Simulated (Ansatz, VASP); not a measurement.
## Two plane-wave programs on In2As2F

File INCAR:

```
SYSTEM = In2As2F
  PREC = Accurate
  ENCUT = 520
  EDIFF = 1E-6
  ISMEAR = 0
  SIGMA = 0.1
  LREAL = .FALSE.
  LASPH = .TRUE.
  NELM = 60
  ALGO = Normal
  ISIF = 2
  LWAVE = .FALSE.
  LCHARG = .TRUE.
  LDIPOL = .TRUE.
  IDIPOL = 3
  DIPOL = 0.5 0.5 0.331
  GGA = PE
  IVDW = 12
  LELF = .TRUE.
  LVHAR = .TRUE.
  LVACPOTAV = .TRUE.
  NBANDS = 30
```

Contents of KPOINTS:

```
regular mesh
0
G
  6 6 1
  0 0 0
```

File POSCAR:

```
In2As2F
1.0
    4.3220706728      0.0000000000      0.0000000000
   -2.1610353364      3.7430229996      0.0000000000
    0.0000000000      0.0000000000     21.7386927254
As In F
2 2 1
Direct
    0.0000000000      0.0000000000      0.1840037048
    0.3333333333      0.6666666667      0.3557112061
    0.3333333333      0.6666666667      0.2245875152
    0.6666666667      0.3333333333      0.3881876814
    0.6666666667      0.3333333333      0.5031899969
```

Input for Ansatz:

```yaml
crystal:
  lattice:
    - [4.3220706728, 0.0, 0.0]
    - [-2.1610353364, 3.7430229996, 0.0]
    - [0.0, 0.0, 21.7386927254]
  atoms:
    - { symbol: As, position: [0.0, 0.0, 0.1840037048] }
    - { symbol: In, position: [0.3333333333, 0.6666666667, 0.2245875152] }
    - { symbol: As, position: [0.3333333333, 0.6666666667, 0.3557112061] }
    - { symbol: In, position: [0.6666666667, 0.3333333333, 0.3881876814] }
    - { symbol: F, position: [0.6666666667, 0.3333333333, 0.5031899969] }
basis:
  ecutwfc: 420
kpoints:
  mp_grid: { grid: [6, 6, 1] }
hamiltonian:
  xc: pbe
  pseudopotentials: { kind: paw, azcp: { folder: soft_1 } }
  dispersion: d3bj
scf:
  occupations: { method: gaussian, width: 0.1 }
output:
  forces: true
  eigenvalues: true
efield:
  axis: 3
  dipole_correction: true
  ramp_width: 0.04
```

Alike in both runs: task single point; functional PBE; dispersion D3(BJ); k mesh 6 × 6 × 1; occupations gaussian, width 0.1 eV; no spin polarisation.

```csv
,VASP,Ansatz
version,VASP 6.6.1,Ansatz 0.2.0
potentials or method,"VASP PAW PBE potentials, release 64 (As, In_d, F), cutoff 520 eV","scalar-relativistic, plane waves, PAW"
valence electrons in the cell,43,63
```

Ansatz gave:

```
gap on the k mesh at the Fermi level (eV)  : none
rms of the force components (eV/Å)         : 1.017
work function, face that differs most (eV) : 5.54
```

Task: What did VASP give for the same quantities?

Result: gap on the k mesh at the Fermi level (eV): none; rms of the force components (eV/Å): 1.011; work function, face that differs most (eV): 5.54.

A gap of «none» marks a metal or a gap that the smearing closes. VASP's potentials hold 43 valence electrons a cell and Ansatz's 63, so a difference there can come from the potentials and not from the codes.
